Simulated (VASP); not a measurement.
# Ga2O3 (Cm) in VASP: further runs

Ga2O3 is run at these levels: PBE; tasks: single point.

Everything below comes from runs of VASP 6.6.1. Logs are shortened: lines on timing, memory, paths and dates and some standing lists are left out, and cuts for length are marked.

### Step 1. The cell of the first run

It takes space group Cm (No. 8, monoclinic). Conventional cell: a = 12.455 Å, b = 3.084 Å, c = 5.878 Å, α = 90.00°, β = 103.70°, γ = 90.00°. Within 2.5 Å of Ga (site symmetry m) lie 4 O at 1.86 to 1.90 Å. Ga (site symmetry m) has 4 O at 1.86 to 1.90 Å within 2.5 Å. Ga (site symmetry m) has 6 O at 1.97 to 2.11 Å within 2.6 Å. Ga (site symmetry m) has 6 O at 1.97 to 2.11 Å within 2.6 Å. Within 2.5 Å of O (site symmetry m) lie 3 Ga at 1.86 to 1.97 Å. O (site symmetry m) has 3 Ga at 1.86 to 1.97 Å within 2.5 Å. O (site symmetry m) has 4 Ga at 1.90 to 2.11 Å within 2.5 Å. O (site symmetry m) has 4 Ga at 1.90 to 2.11 Å within 2.5 Å.

### Step 2. Single point, PBE (atom 9 (O) moved +0.080 Å towards its neighbour atom 10 (O) at 2.838 Å)

INCAR reads:

```
PREC = Accurate
ENCUT = 520
EDIFF = 1E-6
ISMEAR = 0
SIGMA = 0.05
LREAL = False
LASPH = True
NELM = 100
ALGO = Normal
ISIF = 2
LWAVE = False
LCHARG = True
GGA = PE
LELF = True
LVHAR = True
NBANDS = 55
```

KPOINTS reads:

```
Automatic mesh
0
Gamma
  10 10 6
```

POSCAR reads:

```
Ga2O3
1.0
    6.2274305598     -1.5417565250      0.0114924401
    6.2274305598      1.5417565250      0.0114924401
   -1.4027234635      0.0000000000      5.7076941923
Ga O
4 6
Direct
    0.0899134338      0.0899134338      0.7947233208
    0.9100865662      0.9100865662      0.2052766792
    0.6585007301      0.6585007301      0.3141978956
    0.3414992699      0.3414992699      0.6858021044
    0.1634883775      0.1634883775      0.1092060622
    0.8365116225      0.8365116225      0.8907939378
    0.1737013130      0.1737013130      0.5643594347
    0.8262986870      0.8262986870      0.4356405653
    0.4962439476      0.4962439476      0.2703972933
    0.5039804303      0.5039804303      0.7433186392
```

Potentials or basis: VASP PAW PBE potentials, release 64 (Ga_d, O).

Command:

```sh
> cat potpaw_PBE.64/Ga_d/POTCAR potpaw_PBE.64/O/POTCAR > POTCAR
> mpirun -np 1 vasp_std > vasp.out
```

OUTCAR:

```text
PREC = Accurate
   ENCUT = 520
   EDIFF = 1E-6
   ISMEAR = 0
   LREAL = False
   LASPH = True
   NELM = 100
   ISIF = 2
   GGA = PE

 ion  position               nearest neighbor table
   1  0.090  0.090  0.795-   5 1.86  10 1.86  10 1.86   7 1.90
   2  0.910  0.910  0.205-   6 1.86   9 1.87   9 1.87   8 1.90
   3  0.659  0.659  0.314-   5 1.97   5 1.97   9 1.98   8 2.04   7 2.11   7 2.11
   4  0.341  0.341  0.686-   6 1.97   6 1.97  10 1.97   7 2.04   8 2.11   8 2.11
   5  0.163  0.163  0.109-   1 1.86   3 1.97   3 1.97
   6  0.837  0.837  0.891-   2 1.86   4 1.97   4 1.97
   7  0.174  0.174  0.564-   1 1.90   4 2.04   3 2.11   3 2.11
   8  0.826  0.826  0.436-   2 1.90   3 2.04   4 2.11   4 2.11
   9  0.496  0.496  0.270-   2 1.87   2 1.87   3 1.98
  10  0.504  0.504  0.743-   1 1.86   1 1.86   4 1.97

  LATTYP: Found a base centered monoclinic cell.
 ALAT       =    12.4548823284
 B/A-ratio  =     0.2475746433
 C/A-ratio  =     0.4719060254
 COS(beta)  =    -0.2368659711

  Lattice vectors:

 A1 = (   6.2274305598,  -1.5417565250,   0.0114924401)
 A2 = (   6.2274305598,   1.5417565250,   0.0114924401)
 A3 = (  -1.4027234635,   0.0000000000,   5.7076941923)

Analysis of symmetry for initial positions (statically):
=====================================================================
 Subroutine PRICEL returns:
 Original cell was already a primitive cell.

 Routine SETGRP: Setting up the symmetry group for a
 base centered monoclinic supercell.

 Subroutine GETGRP returns: Found  2 space group operations
 (whereof  2 operations were pure point group operations)
 out of a pool of  4 trial point group operations.

The static configuration has the point symmetry C_1h.

Analysis of symmetry for dynamics (positions and initial velocities):
=====================================================================
 Subroutine PRICEL returns:
 Original cell was already a primitive cell.

 Routine SETGRP: Setting up the symmetry group for a
 base centered monoclinic supercell.

 Subroutine GETGRP returns: Found  2 space group operations
 (whereof  2 operations were pure point group operations)
 out of a pool of  4 trial point group operations.

The dynamic configuration has the point symmetry C_1h.

 Subroutine INISYM returns: Found  2 space group operations
 (whereof  2 operations are pure point group operations),
 and found     1 'primitive' translations
[... 111 lines left out ...]
   EDIFF  = 0.1E-05   stopping-criterion for ELM
   LREAL  =      F    real-space projection
   EDIFFG = 0.1E-04   stopping-criterion for IOM
   NSW    =      0    number of steps for IOM
   IBRION =     -1    ionic relax: 0-MD 1-quasi-New 2-CG
   NFREE  =      0    steps in history (QN), initial steepest desc. (CG)
   ISIF   =      2    stress and relaxation
   ISYM   =      2    0-nonsym 1-usesym 2-fastsym
   POTIM  = 0.5000    time-step for ionic-motion
   TEBEG  =    0.0;   TEEND  =   0.0 temperature during run
   PSTRESS=    0.0 pullay stress
   NELECT =      88.0000    total number of electrons
   NUPDOWN=      -1.0000    fix difference up-down
   EMIN   =  10.00;   EMAX   =-10.00  energy-range for DOS
   EFERMI =   0.00;   METHOD = LEGACY
   ISMEAR =     0;   SIGMA  =   0.05  broadening in eV -4-tet -1-fermi 0-gaus
   EFERMI_NEDOS =   21; number of points for ismear=-14 and -15
   IALGO  =     38    algorithm
   IMIX   =      4    mixing-type and parameters
     AMIX     =   0.40;   BMIX     =  1.00
     AMIX_MAG =   1.60;   BMIX_MAG =  1.00
  volume/ion in A,a.u.               =      10.97        74.00
  Fermi-wavevector in a.u.,A,eV,Ry     =   1.521359  2.874951 31.491123  2.314532
  Thomas-Fermi vector in A             =   2.630085
   LORBIT       =      0    0 simple, 1 ext, 2 COOP (PROOUT), +10 PAW based schemes
   GGA     = PE    functional components
   LHFCALC =     F    Hartree Fock is set to
   AEXX    =    0.0000 exact exchange contribution
   IVDW    =     0    specifies the selected vdW correction
   LEPSILON=     F    determine dielectric tensor
   LRPA    =     F    only Hartree local field effects (RPA)
 non-spin polarized calculation
 Gauss-broadening in eV      SIGMA  =   0.05
  energy-cutoff  :      520.00
  volume of cell :      109.65
 maximum number of plane-waves:      2970
   NGX = 23   NGY = 23   NGZ = 21

 number of electron      87.9999989 magnetization

 Free energy of the ion-electron system (eV)
  ---------------------------------------------------
  ext. energy  EPLUGINS =         0.00000000
  ---------------------------------------------------
  free energy    TOTEN  =       -59.66346199 eV

  energy without entropy =      -59.66346199  energy(sigma->0) =      -59.66346199

 E-fermi :   3.7611     XC(G=0): -11.3748

 val. band max:        3.4573043552   @ k =   0.5000   0.5000   0.5000
 cond. band min:       5.4308365758   @ k =   0.0000   0.0000   0.0000
 fundamental gap:      1.9735322206
 Fermi energy:         3.7611097662

 k-point     1 :       0.0000    0.0000    0.0000
  band No.  band energies     occupation
      1     -15.1763      2.00000
      2     -14.1034      2.00000
      3     -14.0638      2.00000
      4     -14.0014      2.00000
      5     -13.5697      2.00000
      6     -13.5533      2.00000
[... 1381 lines left out ...]
     54      14.4216      0.00000
     55      15.6842      0.00000

 [... further k-points ...]
[... 5 lines left out ...]
  --------------------------------------------------------------------------------------
  -------------------------------------------------------------------------------------
  Total        0.1893336      0.3358210      0.4274027      0.0000000      0.0000000     -0.1262460
  in kB        2.7664698      4.9068881      6.2450451      0.0000000      0.0000000     -1.8446578
  external PRESSURE =       4.6394677 kB  Pullay stress =       0.0000000 kB

 VOLUME and BASIS-vectors are now :
 -----------------------------------------------------------------------------
  energy-cutoff  :      520.00
  volume of cell :      109.65
      direct lattice vectors                 reciprocal lattice vectors
     6.227430560 -1.541756525  0.011492440     0.080253538 -0.324305422  0.019723117
     6.227430560  1.541756525  0.011492440     0.080253538  0.324305422  0.019723117
    -1.402723464  0.000000000  5.707694192    -0.000323181  0.000000000  0.175122674

 POSITION                                       TOTAL-FORCE (eV/Angst)
 -----------------------------------------------------------------------------------
      0.00508      0.00000      4.53810         0.004253      0.000000     -0.081138
     11.04706      0.00000      1.19257         0.055833      0.000000      0.108640
      7.76080      0.00000      1.80848        -0.036951      0.000000      0.079960
      3.29134      0.00000      3.92220         0.021827      0.000000     -0.107418
      1.88304      0.00000      0.62707        -0.044431      0.000000     -0.015060
      9.16910      0.00000      5.10361         0.033611      0.000000      0.129880
      1.37179      0.00000      3.22518         0.048471      0.000000      0.060076
      9.68035      0.00000      2.50550        -0.087063      0.000000      0.022250
      5.80136      0.00000      1.55475         0.057234      0.000000     -0.377322
      5.23434      0.00000      4.25422        -0.052786      0.000000      0.180132
 -----------------------------------------------------------------------------------
    total drift:                               -0.000006     -0.000000      0.000008

  FREE ENERGIE OF THE ION-ELECTRON SYSTEM (eV)
  ---------------------------------------------------
  free  energy   TOTEN  =       -59.6634619930 eV

  energy  without entropy=      -59.6634619930  energy(sigma->0) =      -59.66346199
```

OSZICAR:

```text
N       E                     dE             d eps       ncg     rms          rms(c)
DAV:   1     0.120530406219E+04    0.12053E+04   -0.40104E+04 22451   0.290E+03
DAV:   2     0.195985563224E+03   -0.10093E+04   -0.94619E+03 19512   0.809E+02
DAV:   3    -0.482917593837E+02   -0.24428E+03   -0.23705E+03 21762   0.257E+02
DAV:   4    -0.681204150908E+02   -0.19829E+02   -0.19602E+02 23732   0.792E+01
DAV:   5    -0.688151591179E+02   -0.69474E+00   -0.69320E+00 24303   0.151E+01    0.175E+01
DAV:   6    -0.595668004315E+02    0.92484E+01   -0.31450E+01 34426   0.599E+01    0.504E+00
DAV:   7    -0.597170294287E+02   -0.15023E+00   -0.31094E+00 21232   0.101E+01    0.349E+00
DAV:   8    -0.596957485497E+02    0.21281E-01   -0.55774E-01 27040   0.746E+00    0.133E+00
DAV:   9    -0.596612376972E+02    0.34511E-01   -0.15377E-01 27788   0.542E+00    0.236E-01
DAV:  10    -0.596629818425E+02   -0.17441E-02   -0.21292E-02 23705   0.108E+00    0.163E-01
DAV:  11    -0.596633920485E+02   -0.41021E-03   -0.24561E-03 23950   0.692E-01    0.824E-02
DAV:  12    -0.596634449894E+02   -0.52941E-04   -0.67905E-04 24965   0.429E-01    0.173E-02
DAV:  13    -0.596634604993E+02   -0.15510E-04   -0.14900E-04 29244   0.913E-02    0.795E-03
DAV:  14    -0.596634623656E+02   -0.18664E-05   -0.16685E-05 24037   0.637E-02    0.788E-03
DAV:  15    -0.596634619930E+02    0.37266E-06   -0.77057E-06 24669   0.232E-02
   1 F= -.59663462E+02 E0= -.59663462E+02  d E =-.165949E-19
```

stdout:

```text
POSCAR found type information on POSCAR GaO
 POSCAR found :  2 types and      10 ions
 scaLAPACK will be used
 LDA part: xc-table for (Slater+PW92), standard interpolation
 POSCAR, INCAR and KPOINTS ok, starting setup
 FFT: planning ... GRIDC
 FFT: planning ... GRID_SOFT
 FFT: planning ... GRID
 WAVECAR not read
 entering main loop
```

It took 37 min on 1 thread of Oxide Virtual Turin-like, shared host; peak memory 0.8 GiB.

What came out:

```
Free energy            : -59.6635 eV
Pressure               : 0.5 GPa
Largest force          : 0.382 eV/Å
Band gap on the k mesh : 1.97 eV (least direct gap 1.98 eV)
```

Forces on the atoms (eV/Å):
```
Ga   0.004  0.000 -0.081
Ga   0.056  0.000  0.109
Ga  -0.037  0.000  0.080
Ga   0.022  0.000 -0.107
O   -0.044  0.000 -0.015
O    0.034  0.000  0.130
O    0.048  0.000  0.060
O   -0.087  0.000  0.022
O    0.057  0.000 -0.377
O   -0.053  0.000  0.180
```

Stress tensor (GPa, compression positive):
```
 0.28  0.00 -0.18
 0.00  0.49  0.00
-0.18  0.00  0.62
```

Caveat: the cell differs from its parent crystal (atom 9 (O) moved +0.080 Å towards its neighbour atom 10 (O) at 2.838 Å).

### Step 3. Single point, PBE (atom 9 (O) moved +0.160 Å towards its neighbour atom 10 (O) at 2.838 Å)

INCAR reads:

```
ALGO     = Normal         # electronic algorithm
EDIFF    = 1E-7           # SCF threshold, eV
ENCUT    = 520            # plane-wave cutoff, eV
GGA      = PE             # functional
ISIF     = 2              # what is computed and relaxed
ISMEAR   = 0              # smearing method
LASPH    = T              # aspherical terms in the spheres
LCHARG   = T              # write CHGCAR
LELF     = T              # ELF
LREAL    = F              # projectors in reciprocal space
LVHAR    = T            
LWAVE    = F              # write WAVECAR
NBANDS   = 55             # bands
NELM     = 80             # most SCF steps
PREC     = Accurate       # precision mode
SIGMA    = 0.05           # smearing width, eV
```

KPOINTS reads:

```
k-points
0
Gamma
  10 10 6
```

POSCAR, as its differences from that of step 2:

```diff
@@ -16,3 +16,3 @@
     0.8262986870      0.8262986870      0.4356405653
-    0.4962439476      0.4962439476      0.2703972933
+    0.4964683254      0.4964683254      0.2841132258
     0.5039804303      0.5039804303      0.7433186392
```

Potentials or basis: VASP PAW PBE potentials, release 64 (Ga_d, O).

Command:

```sh
> cat potpaw_PBE.64/Ga_d/POTCAR potpaw_PBE.64/O/POTCAR > POTCAR
> mpirun -np 1 vasp_std > vasp.out
```

Wall time 40 min (1 thread of Oxide Virtual Turin-like, shared host); peak memory 0.81 GiB.

It converged, with:

```yaml
Free_energy: -59.6162 eV
Pressure: 0.4 GPa
Largest_force: 0.812 eV/Å
Band_gap_on_the_k_mesh: 1.93 eV (least direct gap 1.94 eV)
```

Forces in eV/Å, atoms in the order of the input:
```
Ga   0.002  0.000 -0.168
Ga   0.141  0.000  0.249
Ga  -0.078  0.000  0.167
Ga   0.036  0.000 -0.216
O   -0.106  0.000 -0.012
O    0.082  0.000  0.240
O    0.109  0.000  0.124
O   -0.186  0.000  0.041
O    0.103  0.000 -0.805
O   -0.103  0.000  0.382
```

Stress tensor (GPa, compression positive):
```
 0.04  0.00 -0.42
 0.00  0.29  0.00
-0.42  0.00  0.80
```

Levels at points of the mesh, in eV from the valence-band top:
```csv
k point,band 42,band 43,band 44,band 45,band 46,band 47
"(0.00, 0.00, 0.00)",-0.55,-0.40,-0.01,1.93,5.20,6.22
"(0.50, 0.00, 0.00)",-0.78,-0.55,-0.06,5.28,6.06,6.70
"(0.50, 0.50, 0.00)",-0.70,-0.51,-0.11,4.10,4.33,5.57
"(0.00, 0.00, 0.50)",-0.62,-0.51,-0.43,4.32,4.45,6.07
"(0.50, 0.00, 0.50)",-1.03,-0.85,-0.50,6.42,6.50,7.22
"(0.50, 0.50, 0.50)",-0.71,-0.69,0.00,4.64,4.89,5.89
```

Caveat: the cell differs from its parent crystal (atom 9 (O) moved +0.160 Å towards its neighbour atom 10 (O) at 2.838 Å). A k mesh can miss the band edges.
